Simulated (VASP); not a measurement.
Set up this calculation in VASP 6.6.1, as the native input.

- Task: single point
- Functional: PBEsol
- Potentials or basis: VASP PAW PBE potentials, release 64 (N_h)
- Cutoff: 1000 eV
- k mesh: 1 × 1 × 1
- Occupations: fermi-dirac, width 0.02 eV
- Spin: no spin polarisation
- Dipole correction: no
- Further INCAR settings: ALGO = Normal; EDIFF = 1e-06; NBANDS = 12; NELMDL = -8

The structure of N2 lies in POSCAR:

```
N
1.0
    9.0000000000      0.0000000000      0.0000000000
    0.0000000000      9.5000000000      0.0000000000
    0.0000000000      0.0000000000     10.0000000000
N
2
Direct
    0.5000000000      0.5000000000      0.4450012351
    0.5000000000      0.5000000000      0.5549987649
```

One way to write it, as run:

INCAR

```
PREC = Accurate
ENCUT = 1000
EDIFF = 1E-6
ISMEAR = -1
SIGMA = 0.02
LREAL = False
LASPH = True
NELM = 120
ALGO = Normal
ISIF = 2
LWAVE = False
LCHARG = False
GGA = PS
NBANDS = 12
GGA_COMPAT = False
NELMDL = -8
```

KPOINTS

```
Automatic mesh
0
Gamma
  1 1 1
```

Potentials or basis: VASP PAW PBE potentials, release 64 (N_h).

Command:

```bash
$ cat potpaw_PBE.64/N_h/POTCAR > POTCAR
$ mpirun -np 1 vasp_gam > vasp.out
```

It gave:

| Quantity | Value |
| --- | --- |
| Largest force | 0.203 eV/Å |
| Gap between the frontier levels | 8.24 eV |

Caveat: the PAW data sets were made with another functional, which shifts forces and pressure a little.

It took 2.3 min on 1 thread of Intel(R) Xeon(R) Platinum 8259CL CPU @ 2.50GHz (Skylake/Cascade Lake) (shared host), peak memory 1.5 GiB.
